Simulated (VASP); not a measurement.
Set up this calculation in VASP 6.6.1, as the native input.

* Task: single point
* Functional: PBEsol
* Potentials or basis: VASP PAW PBE potentials, release 64 (O, C)
* Cutoff: 520 eV
* k mesh: 9 × 9 × 9
* Occupations: fermi-dirac, width 0.05 eV
* Spin: no spin polarisation
* Dipole correction: no
* Further INCAR settings: ALGO = Normal; EDIFF = 1e-06; NBANDS = 25

The structure of CO2 lies in POSCAR:

```
CO2
1.0
   -1.9305593077      1.9305593077      2.9581318311
    1.9305593077     -1.9305593077      2.9581318311
    1.9305593077      1.9305593077     -2.9581318311
O C
4 2
Direct
    0.8750000000      0.9520917882      0.5770917882
    0.3750000000      0.2979082118      0.4229082118
    0.0479082118      0.6250000000      0.9229082118
    0.7020917882      0.1250000000      0.0770917882
    0.0000000000      0.0000000000      0.0000000000
    0.7500000000      0.2500000000      0.5000000000
```

The input as run:

INCAR

```
SYSTEM = CO2
PREC     = Accurate       ! precision mode
ENCUT    = 520            ! plane-wave cutoff, eV
EDIFF    = 1E-6           ! SCF threshold, eV
ISMEAR   = -1             ! smearing method
SIGMA    = 0.05           ! smearing width, eV
LREAL    = .False.        ! projectors in reciprocal space
LASPH    = .True.         ! aspherical terms in the spheres
NELM     = 100            ! most SCF steps
ALGO     = Normal         ! electronic algorithm
ISIF     = 2              ! what is computed and relaxed
LWAVE    = .False.        ! write WAVECAR
LCHARG   = .True.         ! write CHGCAR
GGA      = PS             ! functional
LELF     = .True.         ! ELF
LVHAR    = .True.       
NBANDS   = 25             ! bands
```

KPOINTS

```
regular mesh
0
Gamma
  9 9 9
  0 0 0
```

Potentials or basis: VASP PAW PBE potentials, release 64 (O, C).

Launch:

```console
$ cat potpaw_PBE.64/O/POTCAR potpaw_PBE.64/C/POTCAR > POTCAR
$ mpirun -np 1 vasp_std > vasp.out
```

Results of the run:

| Property | Result |
| --- | --- |
| Pressure | 6.9 GPa |
| Largest force | 0.107 eV/Å |
| Band gap on the k mesh | 7.62 eV (least direct gap 7.99 eV) |

Caveat: the cell stands under pressure; the PAW data sets were made with another functional, which shifts forces and pressure a little; an odd mesh through Γ misses points on the zone boundary, where band edges can lie.

It took 34 s on 1 thread of Intel(R) Xeon(R) 6975P-C (Granite Rapids) (shared host), peak memory 0.2 GiB.
